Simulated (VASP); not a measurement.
Write the native input for VASP 6.6.1 that does the following.

| Quantity | Value |
| --- | --- |
| Task | single point |
| Functional | r2SCAN |
| Potentials or basis | VASP PAW PBE potentials, release 64 (Zn, S) |
| Cutoff | 550 eV |
| k mesh | 6 × 6 × 6 |
| Occupations | gaussian, width 0.01 eV |
| Spin | no spin polarisation |
| Hubbard terms | Zn d U = 7.0 eV |
| Dipole correction | no |
| Further INCAR settings | ALGO = Normal; EDIFF = 1e-06; NBANDS = 36 |

Crystal: ZnS.

```
Zn S
1.0
     1.90307    1.09874    9.35195
    -1.90307    1.09874    9.35195
     0.00000   -2.19748    9.35195
Zn S
3 3
Direct
  0.99997 0.99997 0.99997
  0.22227 0.22227 0.22227
  0.44461 0.44461 0.44461
  0.08327 0.08327 0.08327
  0.52784 0.52784 0.52784
  0.30536 0.30536 0.30536
```

The input as run:

POSCAR

```
ZnS
1.0
    1.9030712000      1.0987386696      9.3519478333
   -1.9030712000      1.0987386696      9.3519478333
    0.0000000000     -2.1974773392      9.3519478333
Zn S
3 3
Direct
    0.9999711367      0.9999711367      0.9999711367
    0.2222694100      0.2222694100      0.2222694100
    0.4446134433      0.4446134433      0.4446134433
    0.0832671700      0.0832671700      0.0832671700
    0.5278423033      0.5278423033      0.5278423033
    0.3053625400      0.3053625400      0.3053625400
```

INCAR.step1

```
SYSTEM = ZnS
PREC = Accurate
ENCUT = 550
ISMEAR = 0
SIGMA = 0.01
LREAL = .FALSE.
LASPH = .TRUE.
NELM = 200
LDAU = .TRUE.
LDAUTYPE = 2
LDAUL = 2 -1
LDAUU = 7 0
LDAUJ = 0 0
NBANDS = 36
GGA = PE
ALGO = Normal
EDIFF = 1E-5
LWAVE = .TRUE.
LCHARG = .FALSE.
GGA_COMPAT = .FALSE.
```

INCAR.step2

```
SYSTEM = ZnS
PREC = Accurate
ENCUT = 550
EDIFF = 1E-6
ISMEAR = 0
SIGMA = 0.01
LREAL = .FALSE.
LASPH = .TRUE.
NELM = 200
ALGO = Normal
ISIF = 2
LWAVE = .FALSE.
LCHARG = .FALSE.
LDAU = .TRUE.
LDAUTYPE = 2
LDAUL = 2 -1
LDAUU = 7 0
LDAUJ = 0 0
LDAUPRINT = 1
METAGGA = R2SCAN
LMIXTAU = .TRUE.
NBANDS = 36
ISTART = 1
GGA_COMPAT = .FALSE.
```

KPOINTS

```
Automatic mesh
0
G
  6 6 6
  0 0 0
```

Potentials or basis: VASP PAW PBE potentials, release 64 (Zn, S).

Command:

```console
$ cat potpaw_PBE.64/Zn/POTCAR potpaw_PBE.64/S/POTCAR > POTCAR
$ cp INCAR.step1 INCAR
$ mpirun -np 1 vasp_std > vasp.out
$ cp INCAR.step2 INCAR
$ mpirun -np 1 vasp_std > vasp.out
```

Results of the run:

```
Pressure               : -2.8 GPa
Largest force          : 0.027 eV/Å
Band gap on the k mesh : 3.25 eV
```

Caveat: the PAW data sets were made with another functional, which shifts forces and pressure a little.

Run time: 56 min on 1 thread of AMD EPYC 9R45 96-Core Processor (Zen 5), with other jobs on the host, peak memory 1.1 GiB.
